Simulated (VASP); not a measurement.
Set up this calculation in VASP 6.6.1, as the native input.

* Task: single point
* Functional: PBEsol
* Potentials or basis: VASP PAW PBE potentials, release 64 (Y_sv)
* Cutoff: 520 eV
* k mesh: 12 × 12 × 12
* Occupations: fermi-dirac, width 0.1 eV
* Spin: no spin polarisation
* Dipole correction: no
* Further INCAR settings: ALGO = Normal; EDIFF = 1e-06; NBANDS = 12

The structure of Y lies in POSCAR:

```
Y
1.0
    0.0000000000      2.4572941900      2.4572941900
    2.4572941900      0.0000000000      2.4572941900
    2.4572941900      2.4572941900      0.0000000000
Y
1
Direct
    0.0000000000      0.0000000000      0.0000000000
```

This cell differs from its parent crystal: volume scaled by 0.96.

The input as run:

INCAR

```
SYSTEM = Y
PREC     = Accurate       ! precision mode
ENCUT    = 520            ! plane-wave cutoff, eV
EDIFF    = 1E-6           ! SCF threshold, eV
ISMEAR   = -1             ! smearing method
SIGMA    = 0.1            ! smearing width, eV
LREAL    = .False.        ! projectors in reciprocal space
LASPH    = .True.         ! aspherical terms in the spheres
NELM     = 100            ! most SCF steps
ALGO     = Normal         ! electronic algorithm
ISIF     = 2              ! what is computed and relaxed
LWAVE    = .False.        ! write WAVECAR
LCHARG   = .False.        ! write CHGCAR
GGA      = PS             ! functional
NBANDS   = 12             ! bands
```

KPOINTS

```
Automatic mesh
0
Gamma
  12 12 12
  0 0 0
```

Potentials or basis: VASP PAW PBE potentials, release 64 (Y_sv).

Launch:

```console
$ cat potpaw_PBE.64/Y_sv/POTCAR > POTCAR
$ mpirun -np 1 vasp_std > vasp.out
```

It gave:

* Pressure: 1.7 GPa

Caveat: the PAW data sets were made with another functional, which shifts forces and pressure a little.

Wall time 12 s on 1 thread of Intel(R) Xeon(R) 6975P-C (Granite Rapids), with other jobs on the host, peak memory 0.17 GiB.
